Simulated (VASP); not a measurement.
# Si16O31 (a cell with a defect) in VASP: further runs

Si16O31 (a cell with a defect) is run at these levels: PBE; tasks: single point.

Program: VASP 6.6.1. These are calculated values, not measurements. Logs are shortened: lines on timing, memory, paths and dates and some standing lists are left out, and cuts for length are marked.

**1. The cell of the first run**

The cell holds a defect, 47 atoms: a = 10.067 Å, b = 8.755 Å, c = 8.212 Å, α = 90.00°, β = 90.00°, γ = 90.00°.

**2. Single point, PBE**

Input file INCAR:

```
SYSTEM = Si16O31
  PREC = Accurate
  ENCUT = 520
  EDIFF = 1E-6
  ISMEAR = 0
  SIGMA = 0.05
  LREAL = Auto
  LASPH = .TRUE.
  NELM = 120
  ALGO = Normal
  ISIF = 2
  LWAVE = .FALSE.
  LCHARG = .FALSE.
  GGA = PE
  NELECT = 252.0
  NBANDS = 154
  GGA_COMPAT = .FALSE.
  KPAR = 2
  NCORE = 2
```

Input file KPOINTS:

```
regular mesh
0
G
  2 2 2
  0 0 0
```

Input file POSCAR:

```
Si16O31
1.0
  -10.0670000000      0.0000000000      0.0000000000
    0.0000000000     -8.7549000000      0.0000000000
    0.0000000000      0.0000000000      8.2118000000
Si O
16 31
Direct
    0.4279370220      0.3239709191      0.5688137802
    0.5507096454      0.6722486836      0.0541926252
    0.5071854574      0.3352560281      0.9441454979
    0.4957271282      0.6579604564      0.4375158918
    0.2465144532      0.8204211356      0.5740777905
    0.2650534419      0.1875839815      0.0562837624
    0.2809023542      0.8519585603      0.9761663703
    0.1792378067      0.1523584507      0.4332455734
    0.9340158935      0.3361528972      0.5647859178
    0.0587844442      0.6233519515      0.0366936603
    0.0101839674      0.3763746017      0.9472270391
    0.9986641502      0.6618904842      0.4209829757
    0.7472163505      0.8266181224      0.5643597019
    0.7653910798      0.1701725891      0.0671254780
    0.8132231052      0.8275972313      0.9453191748
    0.6856483560      0.1647189574      0.4458439075
    0.5211481077      0.6336362494      0.2456215446
    0.4541501937      0.3077440062      0.7602239460
    0.4413261150      0.4994020491      0.5126421735
    0.5598655011      0.5096630458     -0.0441202903
    0.5328578524      0.2189670927      0.4672809859
    0.4507500745      0.7938266571      0.9780687547
    0.3906549121      0.3092472787      0.0781281814
    0.6388458329      0.6944971387      0.5240276188
    0.2103206516      0.1530435528      0.2413699798
    0.2654093573      0.8239319695      0.7652508585
    0.1889404987     -0.0187250568      0.5029401593
    0.3268496076      0.0493080446     -0.0460898950
    0.3879886759      0.7899299821      0.4771332716
    0.1387217642      0.2629651966      0.9628060839
    0.2786211384      0.2689597825      0.5278528459
    0.0141751267      0.6694283201      0.2270934509
   -0.0253559154      0.3679298450      0.7500696559
    0.9355722658      0.4955253629      0.4655660148
    0.2107607033      0.5988203178     -0.0048018705
    0.0290838383      0.2134059784      0.4718592757
    0.9568025231      0.7459974414      0.9358620522
    0.8838400715      0.2879058584      0.0343471590
    0.1382291646      0.6884875898      0.5169624199
    0.7301025132      0.1853101692      0.2594183979
    0.7612568789      0.8455951524      0.7583313037
    0.6912353233     -0.0137939897      0.4926611705
    0.8150578127     -0.0015479332      0.0253550988
    0.8888136486      0.7897940582      0.4784978933
    0.6325525976      0.2172173297      0.9663696145
    0.7063960465      0.7309349050      0.0516263182
    0.7827146121      0.2664218895      0.5620283007
```

Potentials or basis: VASP PAW PBE potentials, release 64 (Si, O).

Launch:

```
> cat potpaw_PBE.64/Si/POTCAR potpaw_PBE.64/O/POTCAR > POTCAR
> mpirun -np 4 vasp_std > vasp.out
```

OUTCAR:

```text
SYSTEM = Si16O31
   PREC = Accurate
   ENCUT = 520
   EDIFF = 1E-6
   ISMEAR = 0
   LREAL = Auto
   LASPH = .TRUE.
   NELM = 120
   ISIF = 2
   GGA = PE
   NELECT = 252.0

 ion  position               nearest neighbor table
   1  0.428  0.324  0.569-  18 1.60  19 1.61  31 1.61  21 1.63  16 3.11   8 3.12
   2  0.551  0.672  0.054-  22 1.59  17 1.64  20 1.64  46 1.65  15 3.10   3 3.12
   3  0.507  0.335  0.944-  20 1.62  18 1.62  23 1.62  45 1.64   6 2.91   2 3.12  14 3.14
   4  0.496  0.658  0.438-  17 1.61  19 1.61  29 1.62  24 1.64   5 3.09  13 3.11
   5  0.247  0.820  0.574-  26 1.58  27 1.63  29 1.65  39 1.66   4 3.09  12 3.12
   6  0.265  0.188  0.056-  28 1.60  30 1.63  25 1.64  23 1.66   3 2.91   7 3.02
   7  0.281  0.852  0.976-  26 1.76  22 1.78  28 1.80  35 2.33   6 3.02  10 3.04
   8  0.179  0.152  0.433-  27 1.61  25 1.61  31 1.63  36 1.63   1 3.12   9 3.14
   9  0.934  0.336  0.565-  33 1.60  34 1.62  36 1.63  47 1.64  16 3.08   8 3.14
  10  0.059  0.623  0.037-  35 1.58  32 1.68  37 1.70  11 2.34   7 3.04  15 3.14
  11  0.010  0.376  0.947-  30 1.64  38 1.65  33 1.66  10 2.34
  12  0.999  0.662  0.421-  32 1.60  39 1.63  34 1.63  44 1.64   5 3.12  13 3.14
  13  0.747  0.827  0.564-  41 1.61  42 1.62  44 1.62  24 1.62   4 3.11  12 3.14
  14  0.765  0.170  0.067-  38 1.60  43 1.62  40 1.62  45 1.63   3 3.14
  15  0.813  0.828  0.945-  37 1.61  46 1.62  41 1.63  43 1.63   2 3.10  10 3.14
  16  0.686  0.165  0.446-  40 1.61  42 1.61  21 1.62  47 1.63   9 3.08   1 3.11
  17  0.521  0.634  0.246-   4 1.61   2 1.64
  18  0.454  0.308  0.760-   1 1.60   3 1.62
  19  0.441  0.499  0.513-   1 1.61   4 1.61
  20  0.560  0.510  0.956-   3 1.62   2 1.64
  21  0.533  0.219  0.467-  16 1.62   1 1.63
  22  0.451  0.794  0.978-   2 1.59   7 1.78
[... 23 lines left out ...]
  46  0.706  0.731  0.052-  15 1.62   2 1.65
  47  0.783  0.266  0.562-  16 1.63   9 1.64

  LATTYP: Found a simple orthorhombic cell.
 ALAT       =     8.2118000000
 B/A-ratio  =     1.0661365352
 C/A-ratio  =     1.2259187998

  Lattice vectors:

 A1 = (   0.0000000000,   0.0000000000,  -8.2118000000)
 A2 = (   0.0000000000,  -8.7549000000,   0.0000000000)
 A3 = ( -10.0670000000,   0.0000000000,   0.0000000000)

Analysis of symmetry for initial positions (statically):
=====================================================================
 Subroutine PRICEL returns:
 Original cell was already a primitive cell.

 Routine SETGRP: Setting up the symmetry group for a
 simple orthorhombic supercell.

 Subroutine GETGRP returns: Found  1 space group operations
 (whereof  1 operations were pure point group operations)
 out of a pool of  8 trial point group operations.

The static configuration has the point symmetry C_1 .

Analysis of symmetry for dynamics (positions and initial velocities):
=====================================================================
 Subroutine PRICEL returns:
 Original cell was already a primitive cell.

 Routine SETGRP: Setting up the symmetry group for a
 simple orthorhombic supercell.

 Subroutine GETGRP returns: Found  1 space group operations
 (whereof  1 operations were pure point group operations)
 out of a pool of  8 trial point group operations.

The dynamic configuration has the point symmetry C_1 .

 Subroutine INISYM returns: Found  1 space group operations
 (whereof  1 operations are pure point group operations),
 and found     1 'primitive' translations

----------------------------------------------------------------------------------------

                                     Primitive cell

  volume of cell :     723.7517

  direct lattice vectors                    reciprocal lattice vectors
   -10.067000000  0.000000000  0.000000000    -0.099334459  0.000000000  0.000000000
     0.000000000 -8.754900000  0.000000000     0.000000000 -0.114221750  0.000000000
     0.000000000  0.000000000  8.211800000     0.000000000  0.000000000  0.121775981

  length of vectors
    10.067000000  8.754900000  8.211800000     0.099334459  0.114221750  0.121775981

[... 48 lines left out ...]
   IALGO  =     38    algorithm
   IMIX   =      4    mixing-type and parameters
     AMIX     =   0.40;   BMIX     =  1.00
     AMIX_MAG =   1.60;   BMIX_MAG =  1.00
  volume/ion in A,a.u.               =      15.40       103.92
  Fermi-wavevector in a.u.,A,eV,Ry     =   1.151715  2.176426 18.047423  1.326448
  Thomas-Fermi vector in A             =   2.288371
   LORBIT       =      0    0 simple, 1 ext, 2 COOP (PROOUT), +10 PAW based schemes
   GGA     = PE    functional components
   LHFCALC =     F    Hartree Fock is set to
   AEXX    =    0.0000 exact exchange contribution
   IVDW    =     0    specifies the selected vdW correction
   LEPSILON=     F    determine dielectric tensor
   LRPA    =     F    only Hartree local field effects (RPA)
 non-spin polarized calculation
 Gauss-broadening in eV      SIGMA  =   0.05
  energy-cutoff  :      520.00
  volume of cell :      723.75
 maximum number of plane-waves:     19527
 NGX is ok and might be reduce to    80
   NGX = 37   NGY = 33   NGZ = 31

 number of electron     252.0000008 magnetization

 Free energy of the ion-electron system (eV)
  ---------------------------------------------------
  ext. energy  EPLUGINS =         0.00000000
  ---------------------------------------------------
  free energy    TOTEN  =      -358.83102789 eV

  energy without entropy =     -358.83102789  energy(sigma->0) =     -358.83102789

 E-fermi :   4.2372     XC(G=0):  -8.2048

 val. band max:        3.9895534298   @ k =   0.5000   0.5000   0.5000
 cond. band min:       5.4402095875   @ k =   0.0000   0.0000   0.0000
 fundamental gap:      1.4506561577
 Fermi energy:         4.2371636696

 k-point     1 :       0.0000    0.0000    0.0000
  band No.  band energies     occupation
      1     -19.8546      2.00000
      2     -19.3952      2.00000
      3     -19.3479      2.00000
      4     -19.3144      2.00000
      5     -19.1582      2.00000
      6     -18.8647      2.00000
[... 130 lines left out ...]
    137       8.3037      0.00000
    138       8.4195      0.00000

 k-point     2 :       0.5000    0.0000    0.0000
  band No.  band energies     occupation
      1     -19.8134      2.00000
      2     -19.5553      2.00000
      3     -19.3211      2.00000
      4     -19.2116      2.00000
      5     -19.0955      2.00000
      6     -19.0080      2.00000
[... 976 lines left out ...]
    137       8.2127      0.00000
    138       8.4469      0.00000
 [bands above 138 left out]

------------------------ aborting loop because EDIFF is reached ----------------------------------------

  FORCE on cell =-STRESS in cart. coord.  units (eV):
  Direction    XX          YY          ZZ          XY          YZ          ZX
  --------------------------------------------------------------------------------------
  -------------------------------------------------------------------------------------
  Total       11.6762638     21.7843510     17.0443670      4.5466743      4.3685949     -1.9260260
  in kB       25.8478758     48.2242615     37.7313060     10.0650238      9.6708073     -4.2636652
  external PRESSURE =      37.2678144 kB  Pullay stress =       0.0000000 kB

 VOLUME and BASIS-vectors are now :
 -----------------------------------------------------------------------------
  energy-cutoff  :      520.00
  volume of cell :      723.75
      direct lattice vectors                 reciprocal lattice vectors
   -10.067000000  0.000000000  0.000000000    -0.099334459  0.000000000  0.000000000
     0.000000000 -8.754900000  0.000000000     0.000000000 -0.114221750  0.000000000
     0.000000000  0.000000000  8.211800000     0.000000000  0.000000000  0.121775981

 POSITION                                       TOTAL-FORCE (eV/Angst)
 -----------------------------------------------------------------------------------
     -4.30804     -2.83633      4.67099         0.030885     -0.040751     -0.119452
     -5.54399     -5.88547      0.44502         0.032916     -0.081374     -0.051655
     -5.10584     -2.93513      7.75313        -0.111268     -0.017317     -0.040928
     -4.99048     -5.76038      3.59279        -0.060186      0.080177     -0.045190
     -2.48166     -7.18271      4.71421         0.039161      0.078050      0.295448
     -2.66829     -1.64228      0.46219        -0.008673      0.048069      0.079463
[... 39 lines left out ...]
     -7.11129     -6.39926      0.42394         0.014630     -0.026639     -0.025552
     -7.87959     -2.33250      4.61526         0.006763     -0.008983     -0.001988
 -----------------------------------------------------------------------------------
    total drift:                                0.026348     -0.011695      0.010387

  FREE ENERGIE OF THE ION-ELECTRON SYSTEM (eV)
  ---------------------------------------------------
  free  energy   TOTEN  =      -358.8310278946 eV

  energy  without entropy=     -358.8310278946  energy(sigma->0) =     -358.83102789
```

It took 17 min on 4 MPI ranks of Intel Xeon Platinum 8375C at 2.90GHz (Ice Lake), shared host; peak memory 0.6 GiB.

Results:

```
Free energy   : -358.8310 eV
Largest force : 0.308 eV/Å
```

Forces on the atoms (eV/Å):
```
Si   0.031 -0.041 -0.119
Si   0.033 -0.081 -0.052
Si  -0.111 -0.017 -0.041
Si  -0.060  0.080 -0.045
Si   0.039  0.078  0.295
Si  -0.009  0.048  0.079
Si  -0.130 -0.025 -0.123
Si  -0.010  0.034 -0.029
Si  -0.037  0.051  0.044
Si   0.099 -0.068  0.046
Si   0.134 -0.014 -0.012
Si   0.017 -0.044 -0.067
Si   0.019  0.031 -0.067
Si   0.109 -0.011  0.074
Si   0.091  0.011  0.022
Si  -0.012 -0.020 -0.009
O    0.081 -0.039  0.109
O   -0.007  0.024  0.031
O   -0.030  0.006  0.096
O    0.001  0.060  0.080
O   -0.033 -0.039  0.013
O   -0.053  0.170  0.180
O    0.084  0.023  0.002
O    0.030 -0.002  0.013
O   -0.054 -0.070  0.018
O    0.100  0.005 -0.234
O    0.024 -0.062  0.001
O    0.018 -0.039  0.076
O    0.059 -0.030 -0.062
O   -0.007 -0.011 -0.006
O   -0.022  0.078  0.038
O   -0.116  0.132 -0.070
O   -0.045 -0.074 -0.008
O   -0.011 -0.025  0.010
O   -0.022 -0.111 -0.160
O    0.044  0.036 -0.064
O   -0.101  0.044  0.058
O   -0.086 -0.132  0.024
O    0.066 -0.022 -0.046
O    0.029  0.085 -0.014
O   -0.009 -0.007  0.028
O   -0.035  0.037 -0.033
O   -0.098 -0.053 -0.095
O   -0.072  0.017  0.070
O    0.040  0.021 -0.023
O    0.015 -0.027 -0.026
O    0.007 -0.009 -0.002
```

Levels at points of the mesh, in eV from the Fermi level:
| k point | band 122 | band 123 | band 124 | band 125 | band 126 | band 127 | band 128 | band 129 | band 130 | band 131 |
| --- | --- | --- | --- | --- | --- | --- | --- | --- | --- | --- |
| (0.00, 0.00, 0.00) | -4.11 | -3.73 | -3.20 | -3.01 | -0.34 | 1.20 | 2.39 | 2.81 | 2.91 | 3.00 |
| (0.50, 0.00, 0.00) | -4.10 | -3.72 | -3.19 | -3.00 | -0.33 | 1.42 | 2.09 | 2.44 | 3.01 | 3.30 |
| (0.00, 0.50, 0.00) | -4.09 | -3.74 | -3.21 | -2.97 | -0.30 | 1.68 | 1.93 | 2.37 | 2.97 | 3.10 |
| (0.50, 0.50, 0.00) | -4.06 | -3.74 | -3.21 | -2.97 | -0.28 | 1.90 | 2.09 | 2.36 | 2.41 | 2.77 |
| (0.00, 0.00, 0.50) | -4.03 | -3.76 | -3.22 | -3.00 | -0.29 | 1.51 | 2.24 | 2.47 | 3.02 | 3.24 |
| (0.50, 0.00, 0.50) | -4.02 | -3.75 | -3.21 | -2.99 | -0.28 | 1.82 | 2.10 | 2.26 | 2.79 | 3.22 |
| (0.00, 0.50, 0.50) | -4.03 | -3.76 | -3.23 | -2.97 | -0.26 | 1.93 | 2.22 | 2.44 | 2.76 | 2.87 |
| (0.50, 0.50, 0.50) | -4.02 | -3.76 | -3.23 | -2.96 | -0.25 | 2.03 | 2.44 | 2.57 | 2.63 | 2.70 |

Caveat: the cell carries a net charge on a neutralising background, which shifts energy and pressure; the cell is charged against a uniform background, so pressure and absolute levels hang on convention.

**3. Single point, PBE**

Input file INCAR:

```
SYSTEM = Si16O31
PREC = Accurate
ENCUT = 520
EDIFF = 1E-6
ISMEAR = 0
SIGMA = 0.05
LREAL = Auto
LASPH = .True.
NELM = 120
ALGO = Normal
ISIF = 2
LWAVE = .False.
LCHARG = .False.
GGA = PE
NELECT = 252.0
NBANDS = 154
GGA_COMPAT = .False.
KPAR = 2
NCORE = 2
```

Input file KPOINTS:

```
Automatic mesh
0
Gamma
  2 2 2
  0 0 0
```

Input file POSCAR:

```
Si16O31
1.0
  -10.0670000000      0.0000000000      0.0000000000
    0.0000000000     -8.7549000000      0.0000000000
    0.0000000000      0.0000000000      8.2118000000
Si O
16 31
Direct
    0.4347145128      0.3233970691      0.5658629046
    0.5207192808      0.6813826543      0.0414470640
    0.5040003973      0.3269445682      0.9399187754
    0.5040203636      0.6601688197      0.4367211817
    0.2527943777      0.8153693360      0.5752319832
    0.2571970796      0.1537320815      0.0641669305
    0.3156872951      0.7963293698      0.9657250542
    0.1803538293      0.1532865024      0.4409904041
    0.9396166683      0.3424187598      0.5611442071
    0.0728999702      0.7029930667      0.0408570594
    0.0274950829      0.3522875190      0.9338638301
    1.0027856362      0.6703250751      0.4227308264
    0.7514668720      0.8367094998      0.5694091429
    0.7690057614      0.1766818582      0.0666730802
    0.7896177610      0.8302555141      0.9490519740
    0.6950292043      0.1741309438      0.4413049514
    0.5173478693      0.6389916504      0.2448559390
    0.4513771729      0.2880849581      0.7569804428
    0.4562653223      0.5012115501      0.5238553058
    0.5300227476      0.5060352488     -0.0442880976
    0.5392135691      0.2172226981      0.4649011179
    0.4863029701      0.8281951821      0.9170679997
    0.3917017980      0.2607488378      0.0657631701
    0.6470296017      0.7036854790      0.5191950608
    0.1920509586      0.1644153560      0.2459908912
    0.2589869872      0.8014168066      0.7679414988
    0.2021166187     -0.0160280529      0.5134275068
    0.2859611602     -0.0195826337      0.0243584841
    0.3957458031      0.7912284549      0.4842767724
    0.1485775305      0.2276470319      0.9374252904
    0.2838096752      0.2750651635      0.5196781461
    0.0100471839      0.7126175056      0.2336993107
   -0.0139702990      0.3812314247      0.7441585280
    0.9512242972      0.4940235754      0.4491590151
    0.0745001490      0.5090125530      0.0153684941
    0.0294290255      0.2045702407      0.4870868750
    0.9369800338      0.7568507921      0.9344854965
    0.8988377868      0.2784163154      0.0245195938
    0.1483223403      0.6863203463      0.5078444434
    0.7366013708      0.2131297902      0.2566880586
    0.7467714314      0.8718082445      0.7610173165
    0.7133100228     -0.0064050989      0.4731857814
    0.7995103805     -0.0025481730      0.0422694172
    0.8999415913      0.7857895578      0.5146453883
    0.6421878415      0.2303605981      0.9596304099
    0.6904689580      0.7173163600      0.0439666090
    0.7860799642      0.2795682418      0.5627789279
```

Potentials or basis: VASP PAW PBE potentials, release 64 (Si, O).

Launch:

```
> cat potpaw_PBE.64/Si/POTCAR potpaw_PBE.64/O/POTCAR > POTCAR
> mpirun -np 4 vasp_std > vasp.out
```

It took 13 min on 4 MPI ranks of Intel Xeon Platinum 8259CL at 2.50GHz (Skylake/Cascade Lake), shared host; peak memory 0.61 GiB.

It converged, with:

* Free energy: -359.4211 eV
* Largest force: 0.126 eV/Å

Forces on the atoms (eV/Å):
```
Si   0.046  0.024  0.033
Si  -0.058  0.091  0.044
Si  -0.013  0.039 -0.047
Si   0.009  0.049  0.041
Si   0.005 -0.037  0.013
Si   0.005 -0.059  0.040
Si   0.054 -0.017 -0.030
Si   0.024  0.011  0.018
Si  -0.001  0.026  0.009
Si  -0.056 -0.032  0.041
Si  -0.018  0.045  0.000
Si   0.021  0.003 -0.013
Si   0.016 -0.002 -0.022
Si  -0.008 -0.005  0.018
Si  -0.004 -0.049 -0.012
Si   0.050  0.012  0.001
O    0.002 -0.044 -0.053
O   -0.010 -0.028  0.008
O   -0.027 -0.011 -0.014
O    0.021 -0.053  0.055
O   -0.008 -0.016  0.005
O   -0.028 -0.067 -0.040
O    0.004  0.019 -0.006
O   -0.006 -0.017 -0.021
O    0.014  0.026  0.002
O    0.005  0.015 -0.042
O   -0.010  0.007 -0.002
O   -0.002  0.125 -0.018
O   -0.007  0.011  0.011
O   -0.007  0.000 -0.018
O   -0.016 -0.003 -0.049
O   -0.015  0.001 -0.001
O    0.024 -0.038  0.006
O   -0.004 -0.014 -0.015
O    0.024 -0.070  0.039
O   -0.004 -0.010  0.020
O   -0.030  0.037 -0.009
O    0.007 -0.007 -0.057
O    0.001 -0.017 -0.007
O   -0.035  0.017 -0.009
O   -0.029 -0.036  0.028
O   -0.024 -0.014  0.009
O   -0.004  0.040  0.005
O   -0.002  0.038  0.020
O    0.019 -0.024 -0.001
O    0.074  0.027  0.022
O    0.002  0.005 -0.002
```

Levels at points of the mesh, in eV from the Fermi level:
| k point | band 123 | band 124 | band 125 | band 126 | band 127 | band 128 | band 129 | band 130 |
| --- | --- | --- | --- | --- | --- | --- | --- | --- |
| (0.00, 0.00, 0.00) | -3.92 | -3.47 | -2.94 | -0.26 | 1.19 | 2.68 | 2.90 | 3.09 |
| (0.50, 0.00, 0.00) | -3.97 | -3.50 | -2.87 | -0.34 | 1.77 | 1.93 | 2.74 | 3.24 |
| (0.00, 0.50, 0.00) | -3.90 | -3.49 | -2.91 | -0.26 | 1.63 | 2.12 | 2.76 | 3.17 |
| (0.50, 0.50, 0.00) | -3.99 | -3.51 | -2.84 | -0.31 | 2.10 | 2.19 | 2.64 | 2.67 |
| (0.00, 0.00, 0.50) | -3.93 | -3.48 | -2.90 | -0.25 | 1.65 | 2.20 | 2.78 | 3.11 |
| (0.50, 0.00, 0.50) | -4.01 | -3.51 | -2.86 | -0.30 | 2.05 | 2.22 | 2.68 | 2.84 |
| (0.00, 0.50, 0.50) | -3.90 | -3.50 | -2.88 | -0.26 | 2.10 | 2.33 | 2.44 | 2.75 |
| (0.50, 0.50, 0.50) | -4.03 | -3.52 | -2.84 | -0.28 | 2.25 | 2.66 | 2.77 | 2.78 |

Caveat: the cell carries a net charge on a neutralising background, which shifts energy and pressure; the cell is charged against a uniform background, so pressure and absolute levels hang on convention.
